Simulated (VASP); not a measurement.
Here is a VASP 6.6.1 calculation.

File POSCAR:

```
Ca3MgF8
1.0
    3.7306512788     -5.3248449775      0.0000000000
    3.7306512788      5.3248449775      0.0000000000
    0.0000000000      0.0000000000      3.7863862769
Mg F Ca
1 8 3
Direct
    0.0000000000      0.0000000000      0.0000000000
    0.3747109094      0.6252890906      0.5000000000
    0.1163283658      0.8836716342      0.5000000000
    0.8855345894      0.6443482265      0.0000000000
    0.6443482265      0.8855345894      0.0000000000
    0.3556517735      0.1144654106      0.0000000000
    0.1144654106      0.3556517735      0.0000000000
    0.8836716342      0.1163283658      0.5000000000
    0.6252890906      0.3747109094      0.5000000000
    0.5000000000      0.0000000000      0.5000000000
    0.0000000000      0.5000000000      0.5000000000
    0.5000000000      0.5000000000      0.0000000000
```

File INCAR.step1:

```
SYSTEM = Ca3MgF8
ALGO = Normal
EDIFF = 1E-5
ENCUT = 660
GGA = PE
GGA_COMPAT = .FALSE.
ISMEAR = 0
LASPH = .TRUE.
LCHARG = .FALSE.
LREAL = .FALSE.
LWAVE = .TRUE.
NBANDS = 56
NELM = 120
PREC = Accurate
SIGMA = 0.01
```

INCAR.step2

```
SYSTEM = Ca3MgF8
ALGO = Normal
EDIFF = 1E-6
ENCUT = 660
GGA_COMPAT = .FALSE.
ISIF = 2
ISMEAR = 0
ISTART = 1
LASPH = .TRUE.
LCHARG = .TRUE.
LELF = .TRUE.
LMIXTAU = .TRUE.
LREAL = .FALSE.
LVHAR = .TRUE.
LWAVE = .FALSE.
METAGGA = R2SCAN
NBANDS = 56
NELM = 120
PREC = Accurate
SIGMA = 0.01
```

KPOINTS

```
k-points
0
G
  4 4 6
  0 0 0
```

Potentials or basis: VASP PAW PBE potentials, release 64 (Mg, F, Ca_sv).

Launch:

```bash
$ cat potpaw_PBE.64/Mg/POTCAR potpaw_PBE.64/F/POTCAR potpaw_PBE.64/Ca_sv/POTCAR > POTCAR
$ cp INCAR.step1 INCAR
$ mpirun -np 1 vasp_std > vasp.out
$ cp INCAR.step2 INCAR
$ mpirun -np 1 vasp_std > vasp.out
```

(1) What does it give for the largest force?

(2) Predict the pressure.

## Answers

(1) 0.065 eV/Å.

(2) 0.1 GPa.

Caveat: the PAW data sets were made with another functional, which shifts forces and pressure a little.
